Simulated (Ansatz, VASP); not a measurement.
**Two plane-wave programs on GaSb**

The input INCAR:

```
SYSTEM = GaSb
PREC     = Accurate       ! precision mode
ENCUT    = 520            ! plane-wave cutoff, eV
EDIFF    = 1E-6           ! SCF threshold, eV
ISMEAR   = -1             ! smearing method
SIGMA    = 0.05           ! smearing width, eV
LREAL    = .FALSE.        ! projectors in reciprocal space
LASPH    = .TRUE.         ! aspherical terms in the spheres
NELM     = 60             ! most SCF steps
ALGO     = Normal         ! electronic algorithm
ISIF     = 2              ! what is computed and relaxed
LWAVE    = .FALSE.        ! write WAVECAR
LCHARG   = .FALSE.        ! write CHGCAR
GGA      = PE             ! functional
NBANDS   = 16             ! bands
```

KPOINTS

```
regular mesh
0
G
  12 12 12
  0 0 0
```

POSCAR

```
GaSb
1.0
    0.0000000000      2.6777318004      2.6777318004
    2.6777318004      0.0000000000      2.6777318004
    2.6777318004      2.6777318004      0.0000000000
Ga Sb
1 1
Direct
    0.0000000000      0.0000000000      0.0000000000
    0.2500000000      0.2500000000      0.2500000000
```

Input for Ansatz:

```yaml
crystal:
  lattice:
    - [0.0, 2.6777318004, 2.6777318004]
    - [2.6777318004, 0.0, 2.6777318004]
    - [2.6777318004, 2.6777318004, 0.0]
  atoms:
    - { symbol: Ga, position: [0.0, 0.0, 0.0] }
    - { symbol: Sb, position: [0.25, 0.25, 0.25] }
kpoints:
  mp_grid: { grid: [12, 12, 12] }
scf:
  occupations: { method: fermi_dirac, width: 0.05 }
hamiltonian:
  xc: pbe
  pseudopotentials: { kind: paw }
output:
  forces: true
  stress: true
  eigenvalues: true
  populations: true
```

Change from the starting cell: volume scaled by 0.64, PAW files.

Alike in both runs: task single point; functional PBE; k mesh 12 × 12 × 12; occupations fermi-dirac, width 0.05 eV; no spin polarisation.

|  | VASP | Ansatz |
| --- | --- | --- |
| version | VASP 6.6.1 | Ansatz 0.2.0 |
| potentials or method | VASP PAW PBE potentials, release 64 (Ga_d, Sb) | PAW with Ansatz's default frozen-core files, scalar-relativistic |
| plane-wave cutoff (eV) | 520 | 420 |
| valence electrons in the cell | 18 | 28 |

|  | VASP | Ansatz | Ansatz less VASP |
| --- | --- | --- | --- |
| pressure (GPa) | 56.7 | 56.6 | -0.14 |

Both programs put the cell under a high pressure, so it lies far from rest at this level. VASP's potentials hold 18 valence electrons a cell and Ansatz's 28, so a difference there can come from the potentials and not from the codes.

Spin-orbit coupling is off throughout.
